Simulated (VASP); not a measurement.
Cr:

```
Cr
1.0
     2.34843    0.00000    0.00000
     0.00000    2.34843    0.00000
     0.00000    0.00000    2.34843
Cr
1
Cartesian
  0.0000 0.0000 0.0000
```

```yaml
Program: VASP 6.6.1
Task: relaxation of cell and atoms
Functional: LDA
Potentials_or_basis: VASP PAW LDA potentials, release 64 (Cr_pv)
Cutoff: 600 eV
k_mesh: 13 × 13 × 13
Occupations: fermi-dirac, width 0.1 eV
Spin: no spin polarisation
```

At the start: pressure -16.1 GPa; volume 12.95 Å³/atom.

Q: How do energy, volume and symmetry change on relaxing?

A: Over 4 steps the energy falls by 56.8 meV/atom and the volume is 11.90 Å³/atom (-8.1 %); space group Pm-3m (No. 221, to 0.05 Å).

Step by step:
| step | energy change (eV) | largest force (eV/Å) | pressure (GPa) | volume (Å³) |
| --- | --- | --- | --- | --- |
| 1 | 0.0000 | 0.0000 | -16.11 | 12.95 |
| 2 | 0.0556 | 0.0000 | 31.95 | 10.66 |
| 3 | -0.0568 | 0.0000 | -0.64 | 11.93 |
| 4 | -0.0568 | 0.0000 | 0.08 | 11.90 |

Final structure:
```
Cr
1.0
     2.28311    0.00000    0.00000
     0.00000    2.28311    0.00000
     0.00000    0.00000    2.28311
Cr
1
Direct
  0.00000 0.00000 0.00000
```

Caveat: the run has no spin polarisation, though such a crystal can be magnetic.
